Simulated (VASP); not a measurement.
# CoSi3 (P6/mmm) in VASP: notebook, part 2 of 2

VASP 6.6.1. Earlier steps stand in the parts before.

### Step 3. Relaxation of cell and atoms, PBE

This run uses another cell than the first one, of 15.69 Å³/atom.

File INCAR:

```
SYSTEM = CoSi3
  PREC = Accurate
  ENCUT = 600
  EDIFF = 1E-7
  ISMEAR = 0
  SIGMA = 0.1
  LREAL = .False.
  LASPH = .True.
  NELM = 120
  ALGO = Normal
  ISIF = 3
  LWAVE = .False.
  LCHARG = .False.
  GGA = PE
  IBRION = 2
  NSW = 100
  EDIFFG = -0.01
  GGA_COMPAT = .False.
  NELMIN = 4
```

File KPOINTS:

```
regular mesh
0
Gamma
  6 6 14
  0 0 0
```

File POSCAR:

```
CoSi3
1.0
    7.4251908422      0.0000000000      0.0000000000
   -3.7125954211      6.4304038973      0.0000000000
    0.0000000000      0.0000000000      2.6282433706
Co Si
2 6
Direct
    0.3333333333      0.6666666667      0.0000000000
    0.6666666667      0.3333333333      0.0000000000
    0.8140430811      0.1859569189      0.5000000000
    0.8140430811      0.6280861622      0.5000000000
    0.3719138378      0.1859569189      0.5000000000
    0.1859569189      0.8140430811      0.5000000000
    0.1859569189      0.3719138378      0.5000000000
    0.6280861622      0.8140430811      0.5000000000
```

Potentials or basis: VASP PAW PBE potentials, release 64 (Co, Si).

Command:

```sh
$ cat potpaw_PBE.64/Co/POTCAR potpaw_PBE.64/Si/POTCAR > POTCAR
$ mpirun -np 1 vasp_std > vasp.out
```

OUTCAR:

```text
SYSTEM = CoSi3
   PREC = Accurate
   ENCUT = 600
   EDIFF = 1E-7
   ISMEAR = 0
   LREAL = .False.
   LASPH = .True.
   NELM = 120
   ISIF = 3
   GGA = PE
   IBRION = 2
   NSW = 100
   EDIFFG = -0.01
   NELMIN = 4

 ion  position               nearest neighbor table
   1  0.333  0.667  0.000-   6 2.31   6 2.31   8 2.31   8 2.31   7 2.31   7 2.31
   2  0.667  0.333  0.000-   3 2.31   3 2.31   5 2.31   5 2.31   4 2.31   4 2.31
   3  0.814  0.186  0.500-   2 2.31   2 2.31   7 2.39   8 2.39
   4  0.814  0.628  0.500-   2 2.31   2 2.31   6 2.39   8 2.39
   5  0.372  0.186  0.500-   2 2.31   2 2.31   7 2.39   6 2.39
   6  0.186  0.814  0.500-   1 2.31   1 2.31   4 2.39   5 2.39
   7  0.186  0.372  0.500-   1 2.31   1 2.31   3 2.39   5 2.39
   8  0.628  0.814  0.500-   1 2.31   1 2.31   4 2.39   3 2.39

  LATTYP: Found a hexagonal cell.
 ALAT       =     7.4251908422
 C/A-ratio  =     0.3539630733

  Lattice vectors:

 A1 = (   7.4251908422,   0.0000000000,   0.0000000000)
 A2 = (  -3.7125954211,   6.4304038973,   0.0000000000)
 A3 = (   0.0000000000,   0.0000000000,   2.6282433706)

Analysis of symmetry for initial positions (statically):
=====================================================================
 Subroutine PRICEL returns:
 Original cell was already a primitive cell.

 Routine SETGRP: Setting up the symmetry group for a
 hexagonal supercell.

 Subroutine GETGRP returns: Found 24 space group operations
 (whereof 24 operations were pure point group operations)
 out of a pool of 24 trial point group operations.

The static configuration has the point symmetry D_6h.

Analysis of symmetry for dynamics (positions and initial velocities):
=====================================================================
 Subroutine PRICEL returns:
 Original cell was already a primitive cell.

 Routine SETGRP: Setting up the symmetry group for a
 hexagonal supercell.

 Subroutine GETGRP returns: Found 24 space group operations
 (whereof 24 operations were pure point group operations)
 out of a pool of 24 trial point group operations.

The dynamic configuration has the point symmetry D_6h.

 Subroutine INISYM returns: Found 24 space group operations
 (whereof 24 operations are pure point group operations),
 and found     1 'primitive' translations

----------------------------------------------------------------------------------------

                                     Primitive cell

  volume of cell :     125.4907

  direct lattice vectors                    reciprocal lattice vectors
     7.425190842  0.000000000  0.000000000     0.134676673  0.077755613  0.000000000
    -3.712595421  6.430403897  0.000000000     0.000000000  0.155511227  0.000000000
     0.000000000  0.000000000  2.628243371     0.000000000  0.000000000  0.380482269

  length of vectors
     7.425190842  7.425190842  2.628243371     0.155511227  0.155511227  0.380482269

  position of ions in fractional coordinates (direct lattice)
     0.333333333  0.666666667  0.000000000
     0.666666667  0.333333333  0.000000000
     0.814043081  0.185956919  0.500000000
     0.814043081  0.628086162  0.500000000
     0.371913838  0.185956919  0.500000000
     0.185956919  0.814043081  0.500000000
[... 64 lines left out ...]
  0.166667  0.000000  0.214286     12.000000
  0.333333  0.000000  0.214286     12.000000
 [... further k-points ...]
   k-points           NKPTS =     56   k-points in BZ     NKDIM =     56   number of bands    NBANDS=     26
   number of dos      NEDOS =    301   number of ions     NIONS =      8
   total plane-waves  NPLWV =  86400
   dimension x,y,z NGX =    60 NGY =   60 NGZ =   24
   dimension x,y,z NGXF=   120 NGYF=  120 NGZF=   48
   ions per type =               2   6
   NGX,Y,Z   is equivalent  to a cutoff of  13.43, 13.43, 15.18 a.u.
   NGXF,Y,Z  is equivalent  to a cutoff of  26.87, 26.87, 30.36 a.u.
 SYSTEM =  CoSi3
   PREC   = accura    normal or accurate (medium, high low for compatibility)
   ISTART =      0    job   : 0-new  1-cont  2-samecut
   ICHARG =      2    charge: 1-file 2-atom 10-const
   ISPIN  =      1    spin polarized calculation?
   LNONCOLLINEAR =      F non collinear calculations
   LSORBIT =      F    spin-orbit coupling
   LASPH  =      T    aspherical Exc in radial PAW
   ENCUT  =  600.0 eV  44.10 Ry    6.64 a.u.  14.83 14.83  5.25*2*pi/ulx,y,z
   NELM   =    120;   NELMIN=  4; NELMDL= -5     # of ELM steps
   EDIFF  = 0.1E-06   stopping-criterion for ELM
   LREAL  =      F    real-space projection
   EDIFFG = -.1E-01   stopping-criterion for IOM
   NSW    =    100    number of steps for IOM
   IBRION =      2    ionic relax: 0-MD 1-quasi-New 2-CG
   NFREE  =      1    steps in history (QN), initial steepest desc. (CG)
   ISIF   =      3    stress and relaxation
   ISYM   =      2    0-nonsym 1-usesym 2-fastsym
   POTIM  = 0.5000    time-step for ionic-motion
   TEBEG  =    0.0;   TEEND  =   0.0 temperature during run
   PSTRESS=    0.0 pullay stress
   NELECT =      42.0000    total number of electrons
   NUPDOWN=      -1.0000    fix difference up-down
   EMIN   =  10.00;   EMAX   =-10.00  energy-range for DOS
   EFERMI =   0.00;   METHOD = LEGACY
   ISMEAR =     0;   SIGMA  =   0.10  broadening in eV -4-tet -1-fermi 0-gaus
   EFERMI_NEDOS =   21; number of points for ismear=-14 and -15
   IALGO  =     38    algorithm
   IMIX   =      4    mixing-type and parameters
     AMIX     =   0.40;   BMIX     =  1.00
     AMIX_MAG =   1.60;   BMIX_MAG =  1.00
  volume/ion in A,a.u.               =      15.69       105.86
  Fermi-wavevector in a.u.,A,eV,Ry     =   1.136634  2.147927 17.577879  1.291938
  Thomas-Fermi vector in A             =   2.273339
   LORBIT       =      0    0 simple, 1 ext, 2 COOP (PROOUT), +10 PAW based schemes
   GGA     = PE    functional components
   LHFCALC =     F    Hartree Fock is set to
   AEXX    =    0.0000 exact exchange contribution
   IVDW    =     0    specifies the selected vdW correction
   LEPSILON=     F    determine dielectric tensor
   LRPA    =     F    only Hartree local field effects (RPA)
 conjugate gradient relaxation of ions
 non-spin polarized calculation
 Gauss-broadening in eV      SIGMA  =   0.10
  energy-cutoff  :      600.00
  volume of cell :      125.49
 maximum number of plane-waves:      4234
 NGX is ok and might be reduce to    60
   NGX = 29   NGY = 29   NGZ = 11

--------------------------------------- Ionic step        1  -------------------------------------------

 number of electron      42.0000004 magnetization

 Free energy of the ion-electron system (eV)
  ---------------------------------------------------
  ext. energy  EPLUGINS =         0.00000000
  ---------------------------------------------------
  free energy    TOTEN  =       -47.61623910 eV

  energy without entropy =      -47.59388252  energy(sigma->0) =      -47.60506081

------------------------ aborting loop because EDIFF is reached ----------------------------------------

  FORCE on cell =-STRESS in cart. coord.  units (eV):
  Direction    XX          YY          ZZ          XY          YZ          ZX
  --------------------------------------------------------------------------------------
  -------------------------------------------------------------------------------------
  Total        0.3224673      0.3224673     -1.7937654      0.0000000     -0.0000000      0.0000000
  in kB        4.1170375      4.1170375    -22.9015443      0.0000000     -0.0000000      0.0000000
  external PRESSURE =      -4.8891564 kB  Pullay stress =       0.0000000 kB
[... 239 lines left out ...]
--------------------------------------- Ionic step        7  -------------------------------------------

 number of electron      42.0000008 magnetization

 Free energy of the ion-electron system (eV)
  ---------------------------------------------------
  ext. energy  EPLUGINS =         0.00000000
  ---------------------------------------------------
  free energy    TOTEN  =       -47.62662565 eV

  energy without entropy =      -47.60413533  energy(sigma->0) =      -47.61538049

 E-fermi :   7.6582     XC(G=0): -10.6744

 val. band max:        7.6569589121   @ k =   0.0000   0.0000   0.2857
 cond. band min:       7.6671414120   @ k =   0.3333   0.0000   0.2857
 fundamental gap:      0.0101824999
 Fermi energy:         7.6581960572

 k-point     1 :       0.0000    0.0000    0.0000
  band No.  band energies     occupation
      1      -4.5527      2.00000
      2      -2.4688      2.00000
      3      -2.4688      2.00000
      4      -1.1357      2.00000
      5      -0.9667      2.00000
      6      -0.9667      2.00000
[... 685 lines left out ...]
     25      10.4006      0.00000
     26      10.4762      0.00000

 [... further k-points ...]

------------------------ aborting loop because EDIFF is reached ----------------------------------------

  FORCE on cell =-STRESS in cart. coord.  units (eV):
  Direction    XX          YY          ZZ          XY          YZ          ZX
  --------------------------------------------------------------------------------------
  -------------------------------------------------------------------------------------
  Total       -0.0061467     -0.0061467     -0.0116874      0.0000000      0.0000000      0.0000000
  in kB       -0.0787270     -0.0787270     -0.1496923      0.0000000      0.0000000      0.0000000
  external PRESSURE =      -0.1023821 kB  Pullay stress =       0.0000000 kB
[... 23 lines left out ...]
  FREE ENERGIE OF THE ION-ELECTRON SYSTEM (eV)
  ---------------------------------------------------
  free  energy   TOTEN  =       -47.6266256538 eV

  energy  without entropy=      -47.6041353288  energy(sigma->0) =      -47.61538049

 reached required accuracy - stopping structural energy minimisation
```

Run time: 9.5 min. Hardware: 1 thread of Intel Xeon 6975P-C (Granite Rapids), shared host; peak memory 0.42 GiB.

Results:

```
Free energy                           : -47.6266 eV
Relaxed volume                        : 15.64 Å³/atom
Relaxed cell                          : a = 7.450 Å, b = 7.450 Å, c = 2.603 Å, α = 90.00°, β = 90.00°, γ = 120.00°
Space group after relaxing (to 0.1 Å) : P6/mmm (No. 191)
Energy gained by relaxing             : 1.3 meV/atom
Ionic steps                           : 7
Pressure after relaxing               : 0.0 GPa
Largest force after relaxing          : 0.005 eV/Å
Band gap on the k mesh                : zero (bands 21 and 22 overlap by 1.83 eV)
```

Forces in eV/Å, atoms in the order of the input:
```
Co   0.000  0.000  0.000
Co   0.000  0.000  0.000
Si   0.004 -0.002  0.000
Si   0.000  0.005  0.000
Si  -0.004 -0.002  0.000
Si  -0.004  0.002  0.000
Si   0.000 -0.005  0.000
Si   0.004  0.002  0.000
```

The path:
```csv
step,energy change (eV),largest force (eV/Å),pressure (GPa),volume (Å³)
1,0.0000,0.0773,-0.49,125.49
2,-0.0095,0.0390,0.52,124.62
3,-0.0097,0.0228,0.38,124.74
4,-0.0102,0.0063,-0.23,125.31
5,-0.0104,0.0123,-0.01,125.10
6,-0.0104,0.0120,-0.02,125.11
7,-0.0104,0.0045,-0.01,125.09
```

Final structure:
```yaml
crystal:
  lattice:
    - [7.44952, 0.00000, 0.00000]
    - [-3.72476, 6.45148, 0.00000]
    - [0.00000, 0.00000, 2.60279]
  atoms:
    - { symbol: Co, position: [0.33333, 0.66667, 0.00000] }
    - { symbol: Co, position: [0.66667, 0.33333, 0.00000] }
    - { symbol: Si, position: [0.81387, 0.18613, 0.50000] }
    - { symbol: Si, position: [0.81387, 0.62774, 0.50000] }
    - { symbol: Si, position: [0.37226, 0.18613, 0.50000] }
    - { symbol: Si, position: [0.18613, 0.81387, 0.50000] }
    - { symbol: Si, position: [0.18613, 0.37226, 0.50000] }
    - { symbol: Si, position: [0.62774, 0.81387, 0.50000] }
```

Caveat: the run has no spin polarisation, though such a crystal can be magnetic.
